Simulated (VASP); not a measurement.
Runs of VASP 6.6.1 on CuAu. The structure is that of space group P4/mmm (No. 123), or close to it. The cells are those of the table. 

```tsv
cell	further INCAR settings	gap on the mesh (eV)	pressure (GPa)
a = 2.716, b = 2.716, c = 3.780 Å, 2 atoms	ALGO = Fast; EDIFF = 1e-06; NBANDS = 18	none	13.5
a = 2.758, b = 2.758, c = 3.780 Å, 2 atoms	ALGO = Fast; EDIFF = 1e-07; NBANDS = 18	none	7.0
a = 2.884, b = 2.884, c = 3.725 Å, 2 atoms	ALGO = Fast; EDIFF = 1e-06; NBANDS = 18	none	(c)
a = 2.800, b = 2.800, c = 3.560 Å, 2 atoms	ALGO = Fast; EDIFF = 1e-07; NBANDS = 18	none	(a)
a = 2.800, b = 2.800, c = 3.725 Å, 2 atoms	ALGO = Fast; EDIFF = 1e-06; NBANDS = 18	none	(b)
a = 2.758, b = 2.758, c = 3.560 Å, 2 atoms	ALGO = Fast; EDIFF = 1e-07; NBANDS = 18	none	19.1
a = 2.884, b = 2.884, c = 3.780 Å, 2 atoms	ALGO = Fast; EDIFF = 1e-06; NBANDS = 18	none	-5.6
a = 2.884, b = 2.884, c = 3.615 Å, 2 atoms	ALGO = Fast; EDIFF = 1e-06; NBANDS = 18	none	-0.2
```

Alike in all rows: task single point; level PBE; potentials or basis VASP PAW PBE potentials, release 64 (Cu, Au); no spin polarisation; k mesh 18 × 18 × 14; cutoff (eV) 520; smearing gaussian 0.15 eV.

Task: Estimate the missing entries.

Result: (a) 12.4; (b) 4.4; (c) -4.0.

Caveats: spin-orbit coupling is left out, which moves the levels of the heavy elements.

A k mesh can miss the band edges, and the runs leave out spin-orbit coupling on Au.

A gap of «none» marks levels without a gap at the run's occupations.
